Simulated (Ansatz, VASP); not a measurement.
**One calculation of Pt, two programs**

The input INCAR:

```
SYSTEM = Pt
PREC = Accurate
ENCUT = 520
EDIFF = 1E-7
ISMEAR = 0
SIGMA = 0.15
LREAL = .FALSE.
LASPH = .TRUE.
NELM = 80
ALGO = Fast
ISIF = 2
LWAVE = .FALSE.
LCHARG = .FALSE.
GGA = PS
NBANDS = 17
```

Contents of KPOINTS:

```
regular mesh
0
G
  18 18 10
  0 0 0
```

The input POSCAR:

```
Pt
1.0
    2.7251897179     -0.1090075887      0.0000000000
   -1.4569982000      2.4145873202      0.0000000000
    0.0000000000      0.0000000000      4.1891605390
Pt
2
Direct
    0.6666666667      0.3333333333      0.7500000000
    0.3333333333      0.6666666667      0.2500000000
```

Input for Ansatz:

```yaml
crystal:
  lattice:
    - [2.7251897179, -0.1090075887, 0.0]
    - [-1.4569982, 2.4145873202, 0.0]
    - [0.0, 0.0, 4.189160539]
  atoms:
    - { symbol: Pt, position: [0.6666666667, 0.3333333333, 0.75] }
    - { symbol: Pt, position: [0.3333333333, 0.6666666667, 0.25] }
basis:
  ecutwfc: 420
kpoints:
  mp_grid: { grid: [18, 18, 10] }
hamiltonian:
  xc: pbesol
scf:
  occupations: { method: gaussian, width: 0.15 }
output:
  forces: true
  stress: true
  eigenvalues: true
```

Change from the starting cell: engineering shear strain xy -0.0800, normal strain along z -0.1100.

Alike in both runs: task single point; functional PBEsol; k mesh 18 × 18 × 10; occupations gaussian, width 0.15 eV; no spin polarisation.

|  | VASP | Ansatz |
| --- | --- | --- |
| version | VASP 6.6.1 | Ansatz 0.2.0 |
| potentials or method | VASP PAW PBE potentials, release 64 (Pt), cutoff 520 eV | scalar-relativistic, plane waves, PAW |
| valence electrons in the cell | 20 | 36 |

```tsv
	VASP	Ansatz	Ansatz less VASP
gap on the k mesh at the Fermi level (eV)	none	none	-
pressure (GPa)	48.9	48.9	+0.07
traceless stress, the component that is largest in VASP (GPa)	11.75	11.73	-0.020
rms of the force components (eV/Å)	0.310	0.310	+0.0004
```

VASP's potentials were made for PBE, not for PBEsol. Atom by atom the forces differ by 0.001 eV/Å (rms over components). A gap of «none» marks a metal or a gap that the smearing closes. Both programs put the cell under a high pressure, so it lies far from rest at this level. VASP's potentials hold 20 valence electrons a cell and Ansatz's 36, so a difference there can come from the potentials and not from the codes.

Neither program's run includes spin-orbit coupling.
